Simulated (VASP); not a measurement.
# Mg2C3 (C2/m) in VASP: a series of runs

Runs on Mg2C3. Level: r2SCAN. Tasks: single point.

All numbers are computed with VASP 6.6.1; they aren't measurements. Logs are shortened: lines on timing, memory, paths and dates and some standing lists are left out, and cuts for length are marked.

## Step 1: The cell of the first run

The structure is monoclinic, space group C2/m (No. 12). The conventional cell has a = 4.774 Å, b = 4.679 Å, c = 5.011 Å, α = 90.00°, β = 104.31°, γ = 90.00°. Mg (site symmetry m) has 11 C at 2.23 to 3.44 Å and 9 Mg at 3.02 to 3.34 Å within 3.5 Å. Within 1.8 Å of C (site symmetry m) lie 1 C at 1.32 Å. Within 1.8 Å of C (site symmetry 2/m) lie 2 C at 1.32 Å.

## Step 2: Single point, r2SCAN

Contents of POSCAR:

```
Mg2C3
1.0
    2.3870223790     -2.3394118729     -0.0063441741
    2.3870223790      2.3394118729     -0.0063441741
   -1.2253611782      0.0000000000      4.8584158892
Mg C
2 3
Direct
    0.8082382625      0.8082382625      0.1984312469
    0.1917617375      0.1917617375      0.8015687531
    0.3041690745      0.3041690745      0.2614645499
    0.6958309255      0.6958309255      0.7385354501
    0.5000000000      0.5000000000      0.5000000000
```

Contents of INCAR.step1:

```
PREC = Accurate ; ENCUT = 750
ISMEAR = 0 ; SIGMA = 0.05
LREAL = F ; LASPH = T
NELM = 120 ; NBANDS = 24
GGA = PE ; ALGO = Normal
EDIFF = 1E-5 ; LWAVE = T
LCHARG = F ; GGA_COMPAT = F
```

Contents of INCAR.step2:

```
PREC = Accurate ; ENCUT = 750
EDIFF = 1E-6 ; ISMEAR = 0
SIGMA = 0.05 ; LREAL = F
LASPH = T ; NELM = 120
ALGO = Normal ; ISIF = 2
LWAVE = F ; LCHARG = F
METAGGA = R2SCAN ; LMIXTAU = T
NBANDS = 24 ; ISTART = 1
GGA_COMPAT = F
```

Contents of KPOINTS:

```
regular mesh
0
Gamma
  10 10 6
```

Potentials or basis: VASP PAW PBE potentials, release 64 (Mg_sv, C).

Launch:

```sh
$ cat potpaw_PBE.64/Mg_sv/POTCAR potpaw_PBE.64/C/POTCAR > POTCAR
$ cp INCAR.step1 INCAR
$ mpirun -np 1 vasp_std > vasp.out
$ cp INCAR.step2 INCAR
$ mpirun -np 1 vasp_std > vasp.out
```

OUTCAR:

```text
PREC = Accurate
   ENCUT = 750
   EDIFF = 1E-6
   ISMEAR = 0
   LREAL = F
   LASPH = T
   NELM = 120
   ISIF = 2
   METAGGA = R2SCAN
   ISTART = 1

 ion  position               nearest neighbor table
   1  0.808  0.808  0.198-
   2  0.192  0.192  0.802-
   3  0.304  0.304  0.261-   5 1.32
   4  0.696  0.696  0.739-   5 1.32
   5  0.500  0.500  0.500-   3 1.32   4 1.32

  LATTYP: Found a base centered monoclinic cell.
 ALAT       =     4.7740616194
 B/A-ratio  =     0.9800509752
 C/A-ratio  =     1.0495382641
 COS(beta)  =    -0.2471319189

  Lattice vectors:

 A1 = (   2.3870223790,  -2.3394118729,  -0.0063441741)
 A2 = (   2.3870223790,   2.3394118729,  -0.0063441741)
 A3 = (  -1.2253611782,   0.0000000000,   4.8584158892)

Analysis of symmetry for initial positions (statically):
=====================================================================
 Subroutine PRICEL returns:
 Original cell was already a primitive cell.

 Routine SETGRP: Setting up the symmetry group for a
 base centered monoclinic supercell.

 Subroutine GETGRP returns: Found  4 space group operations
 (whereof  4 operations were pure point group operations)
 out of a pool of  4 trial point group operations.

The static configuration has the point symmetry C_2h.

Analysis of symmetry for dynamics (positions and initial velocities):
=====================================================================
 Subroutine PRICEL returns:
 Original cell was already a primitive cell.

 Routine SETGRP: Setting up the symmetry group for a
 base centered monoclinic supercell.

 Subroutine GETGRP returns: Found  4 space group operations
 (whereof  4 operations were pure point group operations)
 out of a pool of  4 trial point group operations.

The dynamic configuration has the point symmetry C_2h.

 Subroutine INISYM returns: Found  4 space group operations
 (whereof  4 operations are pure point group operations),
 and found     1 'primitive' translations

----------------------------------------------------------------------------------------

                                     Primitive cell

  volume of cell :      54.2246

  direct lattice vectors                    reciprocal lattice vectors
     2.387022379 -2.339411873 -0.006344174     0.209606493 -0.213728932  0.052865721
     2.387022379  2.339411873 -0.006344174     0.209606493  0.213728932  0.052865721
    -1.225361178  0.000000000  4.858415889     0.000547413  0.000000000  0.205966472

  length of vectors
     3.342269289  3.342269289  5.010560345     0.303989675  0.303989675  0.205967199

  position of ions in fractional coordinates (direct lattice)
     0.808238262  0.808238262  0.198431247
     0.191761738  0.191761738  0.801568753
     0.304169075  0.304169075  0.261464550
     0.695830925  0.695830925  0.738535450
     0.500000000  0.500000000  0.500000000

  ion indices of the primitive-cell ions
   primitive index   ion index
                 1           1
                 2           2
                 3           3
                 4           4
                 5           5

----------------------------------------------------------------------------------------

 KPOINTS: regular mesh

Automatic generation of k-mesh.
 Grid dimensions read from file:
 generate k-points for:   10   10    6

 Generating k-lattice:

  Cartesian coordinates                     Fractional coordinates (reciprocal lattice)
     0.020960649 -0.021372893  0.005286572     0.100000000 -0.000000000 -0.000000000
     0.020960649  0.021372893  0.005286572    -0.000000000  0.100000000 -0.000000000
     0.000091236  0.000000000  0.034327745    -0.000000000 -0.000000000  0.166666667

  Length of vectors
     0.030398967  0.030398967  0.034327867

  Shift w.r.t. Gamma in fractional coordinates (k-lattice)
     0.000000000  0.000000000  0.000000000

 Subroutine IBZKPT returns following result:
 ===========================================

 Found    172 irreducible k-points:

 Following reciprocal coordinates:
            Coordinates               Weight
  0.000000  0.000000  0.000000      1.000000
  0.100000 -0.000000 -0.000000      4.000000
  0.200000 -0.000000 -0.000000      4.000000
  0.300000 -0.000000  0.000000      4.000000
  0.400000 -0.000000 -0.000000      4.000000
  0.500000 -0.000000 -0.000000      2.000000
[... 16 lines left out ...]
  0.300000  0.300000  0.000000      2.000000
  0.400000  0.300000 -0.000000      4.000000
 [... further k-points ...]
   k-points           NKPTS =    172   k-points in BZ     NKDIM =    172   number of bands    NBANDS=     24
   number of dos      NEDOS =    301   number of ions     NIONS =      5
   total plane-waves  NPLWV =  43200
   dimension x,y,z NGX =    30 NGY =   30 NGZ =   48
   dimension x,y,z NGXF=    60 NGYF=   60 NGZF=   96
   ions per type =               2   3
   NGX,Y,Z   is equivalent  to a cutoff of  14.92, 14.92, 15.93 a.u.
   NGXF,Y,Z  is equivalent  to a cutoff of  29.84, 29.84, 31.85 a.u.
 SYSTEM =  unknown system
   PREC   = accura    normal or accurate (medium, high low for compatibility)
   ISTART =      1    job   : 0-new  1-cont  2-samecut
   ICHARG =      0    charge: 1-file 2-atom 10-const
   ISPIN  =      1    spin polarized calculation?
   LNONCOLLINEAR =      F non collinear calculations
   LSORBIT =      F    spin-orbit coupling
   LASPH  =      T    aspherical Exc in radial PAW
   ENCUT  =  750.0 eV  55.12 Ry    7.42 a.u.   7.46  7.46 11.19*2*pi/ulx,y,z
   NELM   =    120;   NELMIN=  2; NELMDL=  0     # of ELM steps
   EDIFF  = 0.1E-05   stopping-criterion for ELM
   LREAL  =      F    real-space projection
   EDIFFG = 0.1E-04   stopping-criterion for IOM
   NSW    =      0    number of steps for IOM
   IBRION =     -1    ionic relax: 0-MD 1-quasi-New 2-CG
   NFREE  =      0    steps in history (QN), initial steepest desc. (CG)
   ISIF   =      2    stress and relaxation
   ISYM   =      2    0-nonsym 1-usesym 2-fastsym
   POTIM  = 0.5000    time-step for ionic-motion
   TEBEG  =    0.0;   TEEND  =   0.0 temperature during run
   PSTRESS=    0.0 pullay stress
   NELECT =      32.0000    total number of electrons
   NUPDOWN=      -1.0000    fix difference up-down
   EMIN   =  10.00;   EMAX   =-10.00  energy-range for DOS
   EFERMI =   0.00;   METHOD = LEGACY
   ISMEAR =     0;   SIGMA  =   0.05  broadening in eV -4-tet -1-fermi 0-gaus
   EFERMI_NEDOS =   21; number of points for ismear=-14 and -15
   IALGO  =     38    algorithm
   IMIX   =      4    mixing-type and parameters
     AMIX     =   0.40;   BMIX     =  1.00
     AMIX_MAG =   1.60;   BMIX_MAG =  1.00
  volume/ion in A,a.u.               =      10.84        73.19
  Fermi-wavevector in a.u.,A,eV,Ry     =   1.373175  2.594925 25.655282  1.885610
  Thomas-Fermi vector in A             =   2.498716
   LORBIT       =      0    0 simple, 1 ext, 2 COOP (PROOUT), +10 PAW based schemes
   METAGGA = R2SCAN    functional components
   LHFCALC =     F    Hartree Fock is set to
   AEXX    =    0.0000 exact exchange contribution
   IVDW    =     0    specifies the selected vdW correction
   LEPSILON=     F    determine dielectric tensor
   LRPA    =     F    only Hartree local field effects (RPA)
 non-spin polarized calculation
 Gauss-broadening in eV      SIGMA  =   0.05
  energy-cutoff  :      750.00
  volume of cell :       54.22
 maximum number of plane-waves:      2558
 NGX is ok and might be reduce to    30
   NGX = 15   NGY = 15   NGZ = 23

 number of electron      31.9999974 magnetization

 Free energy of the ion-electron system (eV)
  ---------------------------------------------------
  ext. energy  EPLUGINS =         0.00000000
  ---------------------------------------------------
  free energy    TOTEN  =       -37.69241046 eV

  energy without entropy =      -37.69241046  energy(sigma->0) =      -37.69241046

 E-fermi :   4.9665     XC(G=0): -11.2641

 val. band max:        4.5128532357   @ k =   0.0000   0.0000   0.5000
 cond. band min:       6.3845449334   @ k =   0.5000   0.5000  -0.0000
 fundamental gap:      1.8716916976
 Fermi energy:         4.9665088506

 k-point     1 :       0.0000    0.0000    0.0000
  band No.  band energies     occupation
      1     -73.7954      2.00000
      2     -73.7912      2.00000
      3     -38.9569      2.00000
      4     -38.9291      2.00000
      5     -38.9096      2.00000
      6     -38.8961      2.00000
[... 16 lines left out ...]
     23      14.4603      0.00000
     24      15.7539      0.00000

 k-point     2 :       0.1000   -0.0000   -0.0000
  band No.  band energies     occupation
      1     -73.7953      2.00000
      2     -73.7913      2.00000
      3     -38.9564      2.00000
      4     -38.9298      2.00000
      5     -38.9097      2.00000
      6     -38.8969      2.00000
[... 16 lines left out ...]
     23      14.2609      0.00000
     24      15.7427      0.00000

 k-point     3 :       0.2000   -0.0000   -0.0000
  band No.  band energies     occupation
      1     -73.7949      2.00000
      2     -73.7914      2.00000
      3     -38.9552      2.00000
      4     -38.9316      2.00000
      5     -38.9099      2.00000
      6     -38.8992      2.00000
[... 16 lines left out ...]
     23      13.9476      0.00000
     24      15.7817      0.00000

 k-point     4 :       0.3000   -0.0000    0.0000
  band No.  band energies     occupation
      1     -73.7943      2.00000
      2     -73.7917      2.00000
      3     -38.9535      2.00000
      4     -38.9339      2.00000
      5     -38.9102      2.00000
      6     -38.9023      2.00000
[... 16 lines left out ...]
     23      14.1041      0.00000
     24      15.7066      0.00000

 k-point     5 :       0.4000   -0.0000   -0.0000
  band No.  band energies     occupation
      1     -73.7936      2.00000
      2     -73.7920      2.00000
      3     -38.9521      2.00000
      4     -38.9358      2.00000
      5     -38.9102      2.00000
      6     -38.9052      2.00000
[... 451 lines left out ...]
 k-point    22 :      -0.2000    0.2000    0.0000
  band No.  band energies     occupation
      1     -73.7944      2.00000
      2     -73.7916      2.00000
      3     -38.9535      2.00000
      4     -38.9335      2.00000
      5     -38.9138      2.00000
      6     -38.8990      2.00000
[... 16 lines left out ...]
     23      14.9749      0.00000
     24      15.6040      0.00000

 k-point    23 :       0.3000    0.3000    0.0000
  band No.  band energies     occupation
      1     -73.7934      2.00000
      2     -73.7919      2.00000
      3     -38.9502      2.00000
      4     -38.9348      2.00000
      5     -38.9122      2.00000
      6     -38.9049      2.00000
[... 16 lines left out ...]
     23      15.6275      0.00000
     24      15.9655      0.00000

 k-point    24 :       0.4000    0.3000   -0.0000
  band No.  band energies     occupation
      1     -73.7930      2.00000
      2     -73.7921      2.00000
      3     -38.9486      2.00000
      4     -38.9360      2.00000
      5     -38.9155      2.00000
      6     -38.9044      2.00000
[... 16 lines left out ...]
     23      15.4930      0.00000
     24      16.2541      0.00000

 [... further k-points ...]
[... 5 lines left out ...]
  --------------------------------------------------------------------------------------
  -------------------------------------------------------------------------------------
  Total       -0.1037202     -0.1816480     -0.0219795      0.0000000      0.0000000      0.0951222
  in kB       -3.0646246     -5.3671599     -0.6494303      0.0000000      0.0000000      2.8105792
  external PRESSURE =      -3.0270716 kB  Pullay stress =       0.0000000 kB

 VOLUME and BASIS-vectors are now :
 -----------------------------------------------------------------------------
  energy-cutoff  :      750.00
  volume of cell :       54.22
      direct lattice vectors                 reciprocal lattice vectors
     2.387022379 -2.339411873 -0.006344174     0.209606493 -0.213728932  0.052865721
     2.387022379  2.339411873 -0.006344174     0.209606493  0.213728932  0.052865721
    -1.225361178  0.000000000  4.858415889     0.000547413  0.000000000  0.205966472

 POSITION                                       TOTAL-FORCE (eV/Angst)
 -----------------------------------------------------------------------------------
      3.61542      0.00000      0.95381        -0.000362      0.000000     -0.043040
     -0.06673      0.00000      3.89192         0.000362      0.000000      0.043040
      1.13173      0.00000      1.26644        -0.026289      0.000000     -0.050788
      2.41696      0.00000      3.57928         0.026289      0.000000      0.050788
      1.77434      0.00000      2.42286         0.000000      0.000000      0.000000
 -----------------------------------------------------------------------------------
    total drift:                                0.000000     -0.000000     -0.000000

  FREE ENERGIE OF THE ION-ELECTRON SYSTEM (eV)
  ---------------------------------------------------
  free  energy   TOTEN  =       -37.6924104623 eV

  energy  without entropy=      -37.6924104623  energy(sigma->0) =      -37.69241046
```

It took 9.4 min on 1 thread of Intel Xeon 6975P-C (Granite Rapids), shared host; peak memory 0.43 GiB.

Results:

```yaml
Free_energy: -37.6924 eV
Pressure: -0.3 GPa
Largest_force: 0.057 eV/Å
Band_gap_on_the_k_mesh: 1.87 eV (least direct gap 2.65 eV)
```

Forces on the atoms (eV/Å):
```
Mg   0.000  0.000 -0.043
Mg   0.000  0.000  0.043
C   -0.026  0.000 -0.051
C    0.026  0.000  0.051
C    0.000  0.000  0.000
```

Caveat: the PAW data sets were made with another functional, which shifts forces and pressure a little.

## Step 3: Single point, r2SCAN

This run uses another cell than the first one, of 10.97 Å³/atom.

Contents of POSCAR:

```
Mg2C3
1.0
    2.4155000000     -2.3500000000      0.0000000000
    2.4155000000      2.3500000000      0.0000000000
   -1.2270700000      0.0000000000      4.8332800000
Mg C
2 3
Direct
    0.8087000000      0.8087000000      0.2011000000
    0.1913000000      0.1913000000      0.7989000000
    0.2989000000      0.2989000000      0.2615000000
    0.7011000000      0.7011000000      0.7385000000
    0.5000000000      0.5000000000      0.5000000000
```

Contents of INCAR.step1:

```
PREC = Accurate ; ENCUT = 660
ISMEAR = 0 ; SIGMA = 0.1
LREAL = F ; LASPH = T
NELM = 120 ; NBANDS = 24
GGA = PE ; ALGO = Normal
EDIFF = 1E-5 ; LWAVE = T
LCHARG = F ; GGA_COMPAT = F
```

Contents of INCAR.step2:

```
PREC = Accurate ; ENCUT = 660
EDIFF = 1E-6 ; ISMEAR = 0
SIGMA = 0.1 ; LREAL = F
LASPH = T ; NELM = 120
ALGO = Normal ; ISIF = 2
LWAVE = F ; LCHARG = T
METAGGA = R2SCAN ; LMIXTAU = T
LELF = T ; LVHAR = T
NBANDS = 24 ; ISTART = 1
GGA_COMPAT = F
```

Contents of KPOINTS:

```
regular mesh
0
Gamma
  6 6 4
```

Potentials or basis: VASP PAW PBE potentials, release 64 (Mg_sv, C).

Launch:

```sh
$ cat potpaw_PBE.64/Mg_sv/POTCAR potpaw_PBE.64/C/POTCAR > POTCAR
$ cp INCAR.step1 INCAR
$ mpirun -np 1 vasp_std > vasp.out
$ cp INCAR.step2 INCAR
$ mpirun -np 1 vasp_std > vasp.out
```

OUTCAR:

```text
PREC = Accurate
   ENCUT = 660
   EDIFF = 1E-6
   ISMEAR = 0
   LREAL = F
   LASPH = T
   NELM = 120
   ISIF = 2
   METAGGA = R2SCAN
   ISTART = 1

 ion  position               nearest neighbor table
   1  0.809  0.809  0.201-
   2  0.191  0.191  0.799-
   3  0.299  0.299  0.261-   5 1.34
   4  0.701  0.701  0.739-   5 1.34
   5  0.500  0.500  0.500-   3 1.34   4 1.34

  LATTYP: Found a base centered monoclinic cell.
 ALAT       =     4.8310000000
 B/A-ratio  =     0.9728834610
 C/A-ratio  =     1.0322110763
 COS(beta)  =    -0.2460728991

  Lattice vectors:

 A1 = (   2.4155000000,  -2.3500000000,   0.0000000000)
 A2 = (   2.4155000000,   2.3500000000,   0.0000000000)
 A3 = (  -1.2270700000,   0.0000000000,   4.8332800000)

Analysis of symmetry for initial positions (statically):
=====================================================================
 Subroutine PRICEL returns:
 Original cell was already a primitive cell.
[... 169 lines left out ...]
  ---------------------------------------------------
  ext. energy  EPLUGINS =         0.00000000
  ---------------------------------------------------
  free energy    TOTEN  =       -37.69401086 eV

  energy without entropy =      -37.69401086  energy(sigma->0) =      -37.69401086

 E-fermi :   4.8172     XC(G=0): -11.2183

 val. band max:        4.3413392491   @ k =   0.0000   0.0000   0.5000
 cond. band min:       6.3640308186   @ k =   0.5000   0.5000   0.0000
 fundamental gap:      2.0226915695
 Fermi energy:         4.8172269804

 k-point     1 :       0.0000    0.0000    0.0000
  band No.  band energies     occupation
      1     -73.9018      2.00000
      2     -73.8978      2.00000
      3     -39.0594      2.00000
      4     -39.0329      2.00000
      5     -39.0204      2.00000
      6     -39.0081      2.00000
[... 637 lines left out ...]
     23      14.2044      0.00000
     24      15.5247      0.00000

 [... further k-points ...]
[... 5 lines left out ...]
  --------------------------------------------------------------------------------------
  -------------------------------------------------------------------------------------
  Total       -1.0460380     -0.5343525     -1.6459356      0.0000000      0.0000000     -0.7684970
  in kB      -30.5429650    -15.6024065    -48.0592030      0.0000000      0.0000000    -22.4391237
  external PRESSURE =     -31.4015248 kB  Pullay stress =       0.0000000 kB

 VOLUME and BASIS-vectors are now :
 -----------------------------------------------------------------------------
  energy-cutoff  :      660.00
  volume of cell :       54.87
      direct lattice vectors                 reciprocal lattice vectors
     2.415500000 -2.350000000  0.000000000     0.206996481 -0.212765957  0.052552133
     2.415500000  2.350000000  0.000000000     0.206996481  0.212765957  0.052552133
    -1.227070000  0.000000000  4.833280000     0.000000000  0.000000000  0.206898835

 POSITION                                       TOTAL-FORCE (eV/Angst)
 -----------------------------------------------------------------------------------
      3.66007      0.00000      0.97197        -0.049766     -0.000000     -0.021355
     -0.05614      0.00000      3.86131         0.049766     -0.000000      0.021355
      1.12311      0.00000      1.26390         0.411678     -0.000000      0.638986
      2.48082      0.00000      3.56938        -0.411678     -0.000000     -0.638986
      1.80197      0.00000      2.41664        -0.000000      0.000000      0.000000
 -----------------------------------------------------------------------------------
    total drift:                                0.000000      0.000000     -0.000000

  FREE ENERGIE OF THE ION-ELECTRON SYSTEM (eV)
  ---------------------------------------------------
  free  energy   TOTEN  =       -37.6940108591 eV

  energy  without entropy=      -37.6940108591  energy(sigma->0) =      -37.69401086
```

It took 3.2 min on 1 thread of Intel Xeon Platinum 8488C (Sapphire Rapids), shared host; peak memory 0.22 GiB.

Results:

```yaml
Free_energy: -37.6940 eV
Pressure: -3.1 GPa
Largest_force: 0.760 eV/Å
Band_gap_on_the_k_mesh: 2.02 eV (least direct gap 2.75 eV)
```

Forces on the atoms (eV/Å):
```
Mg  -0.050  0.000 -0.021
Mg   0.050  0.000  0.021
C    0.412  0.000  0.639
C   -0.412  0.000 -0.639
C    0.000  0.000  0.000
```

Caveat: the cell stands under tension; the PAW data sets were made with another functional, which shifts forces and pressure a little. r2SCAN opens gaps a little over a GGA but as a rule still falls short of measured ones.
